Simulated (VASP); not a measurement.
## ZnO: vibrations by perturbation theory with PBE

Crystal: ZnO.

```
Zn O
1.0
     3.27939    0.00000    0.00000
    -1.63969    2.84003    0.00000
     0.00000    0.00000    5.29318
Zn O
2 2
Direct
  0.66667 0.33333 0.50060
  0.33333 0.66667 0.00060
  0.66667 0.33333 0.87971
  0.33333 0.66667 0.37971
```

* Program: VASP 6.6.1
* Task: vibrations by perturbation theory
* Functional: PBE
* Potentials or basis: VASP PAW PBE potentials, release 64 (Zn, O)
* Cutoff: 520 eV
* k mesh: 6 × 6 × 4
* Occupations: gaussian, width 0.01 eV
* Spin: no spin polarisation
* Dipole correction: no
* Further INCAR settings: ALGO = Normal; EDIFF = 1e-08; NBANDS = 26; IBRION = 8; NSW = 1

- Electronic dielectric tensor (diagonal): 9.04, 9.04, 8.12
- Born charges (mean of the diagonal): Zn +2.26; O -2.26 e
- Highest phonon frequency at Γ, LO-TO splitting left out: 514 cm⁻¹

Phonon frequencies in cm⁻¹ (negative: imaginary):
| q point | frequencies |
| --- | --- |
| (0.000, 0.000, 0.000) | 0 0 0 91 91 247 353 374 374 406 406 514 |

Electronic dielectric tensor:
```
9.04 0.00 0.00
0.00 9.04 0.00
0.00 0.00 8.12
```

Born effective charge tensors (e):
atom 1, Zn
```
2.25 0.00 0.00
0.00 2.25 0.00
0.00 0.00 2.27
```
atom 2, Zn
```
2.25 0.00 0.00
0.00 2.25 0.00
0.00 0.00 2.27
```
atom 3, O
```
-2.25  0.00  0.00
 0.00 -2.25  0.00
 0.00  0.00 -2.27
```
atom 4, O
```
-2.25  0.00  0.00
 0.00 -2.25  0.00
 0.00  0.00 -2.27
```

Wall time 8.2 min on 1 thread of Intel(R) Xeon(R) Platinum 8259CL CPU @ 2.50GHz (Skylake/Cascade Lake), on a shared host, peak memory 0.38 GiB.

Caveat: the k points lie up to 0.37 Å⁻¹ apart.
